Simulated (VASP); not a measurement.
Input of a VASP 6.6.1 run:

INCAR

```
SYSTEM = Ta
PREC     = Accurate       ! precision mode
ENCUT    = 520            ! plane-wave cutoff, eV
EDIFF    = 1E-6           ! SCF threshold, eV
ISMEAR   = -1             ! smearing method
SIGMA    = 0.05           ! smearing width, eV
LREAL    = .FALSE.        ! projectors in reciprocal space
LASPH    = .TRUE.         ! aspherical terms in the spheres
NELM     = 60             ! most SCF steps
ALGO     = Normal         ! electronic algorithm
ISIF     = 2              ! what is computed and relaxed
LWAVE    = .FALSE.        ! write WAVECAR
LCHARG   = .FALSE.        ! write CHGCAR
GGA      = PE             ! functional
NBANDS   = 18             ! bands
```

The input KPOINTS:

```
regular mesh
0
G
  11 11 5
  0 0 0
```

The input POSCAR:

```
Ta
1.0
    2.8921354646      0.0000000000      0.0000000000
   -1.4460677323      2.5046627835      0.0000000000
    0.0000000000      0.0000000000      5.1706612431
Ta
2
Direct
    0.3333333333      0.6666666667      0.2500000000
    0.6666666667      0.3333333333      0.7500000000
```

Potentials or basis: VASP PAW PBE potentials, release 64 (Ta_pv).

Launch:

```sh
$ cat potpaw_PBE.64/Ta_pv/POTCAR > POTCAR
$ mpirun -np 1 vasp_std > vasp.out
```

(1) Estimate the band gap on the k mesh.

(2) Estimate the pressure.

Results:

(1) zero (band 11 reaches 6.53 eV, above the bottom of band 12 at 5.06 eV).

(2) 0.0 GPa.

Caveat: spin-orbit coupling is left out, which moves the levels of the heavy elements.
